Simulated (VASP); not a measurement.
Write the native input for VASP 6.6.1 that does the following.

- Task: single point
- Functional: PBE
- Potentials or basis: VASP PAW PBE potentials, release 64 (Zn, S)
- Cutoff: 520 eV
- k mesh: 8 × 8 × 3
- Occupations: gaussian, width 0.05 eV
- Spin: no spin polarisation
- Dipole correction: no
- Further INCAR settings: ALGO = Normal; EDIFF = 1e-07; NBANDS = 36

The structure of ZnS lies in POSCAR:

```
ZnS
1.0
    2.7046500000     -2.7046500000      0.0000000000
    2.7046500000      0.0000000000     -2.7046500000
    6.4911600000      4.3274400000      5.4093000000
Zn S
3 3
Direct
    0.6166533333      0.6666666667      0.1250333333
   -0.3166800000      0.0000000000      0.7917000000
    0.1499866667      0.3333333333      0.4583666667
    0.3166533333      0.6666666667      0.8750333333
    0.7833200000      1.0000000000      0.5417000000
    0.2499866667      0.3333333333      0.2083666667
```

This cell differs from its parent crystal: the part above a cut slid along it.

One way to write it, as run:

INCAR

```
SYSTEM = ZnS
ALGO = Normal ; EDIFF = 1E-7
ENCUT = 520 ; GGA = PE
ISIF = 2 ; ISMEAR = 0
LASPH = .True. ; LCHARG = .False.
LREAL = .False. ; LWAVE = .False.
NBANDS = 36 ; NELM = 60
PREC = Accurate ; SIGMA = 0.05
```

KPOINTS

```
k-points
0
Gamma
  8 8 3
  0 0 0
```

Potentials or basis: VASP PAW PBE potentials, release 64 (Zn, S).

The run is started by

```bash
$ cat potpaw_PBE.64/Zn/POTCAR potpaw_PBE.64/S/POTCAR > POTCAR
$ mpirun -np 1 vasp_std > vasp.out
```

It gave:

```
Pressure               : 0.8 GPa
Largest force          : 0.586 eV/Å
Band gap on the k mesh : 1.43 eV
```

Caveat: the cell differs from its parent crystal (the part above a cut slid along it).

Run time: 4.2 min on 1 thread of Intel(R) Xeon(R) Platinum 8488C (Sapphire Rapids) (shared host), peak memory 0.44 GiB.
